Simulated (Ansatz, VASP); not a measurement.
TiPt3 in VASP and in Ansatz

```
Ti Pt
1.0
     3.89935    0.00000    0.00000
     0.00000    3.89935    0.00000
     0.05849    0.00000    3.89935
Ti Pt
1 3
Direct
  0.00000 0.00000 0.00000
  0.00000 0.50000 0.50000
  0.50000 0.00000 0.50000
  0.50000 0.50000 0.00000
```

Change from the starting cell: shear of c along a, cell held, atoms relaxed: +1.5 %.

Alike in both runs: task single point; functional PBEsol; k mesh 14 × 14 × 14; occupations gaussian, width 0.1 eV; no spin polarisation.

```csv
,VASP,Ansatz
version,VASP 6.6.1,Ansatz 0.2.0
potentials or method,"VASP PAW PBE potentials, release 64 (Ti_sv, Pt), cutoff 520 eV","scalar-relativistic, plane waves, PAW"
valence electrons in the cell,42,66
```

|  | VASP | Ansatz | Ansatz less VASP |
| --- | --- | --- | --- |
| gap on the k mesh at the Fermi level (eV) | none | none | - |
| pressure (GPa) | -0.2 | 0.1 | +0.32 |
| traceless stress, the component that is largest in VASP (GPa) | -2.33 | -2.34 | -0.008 |

VASP's potentials were made for PBE, not for PBEsol. A gap of «none» marks a metal or a gap that the smearing closes. With one functional, cell and mesh, what is left measures potentials, basis and numerics. VASP's potentials hold 42 valence electrons a cell and Ansatz's 66, so a difference there can come from the potentials and not from the codes.

Neither program's run includes spin-orbit coupling.
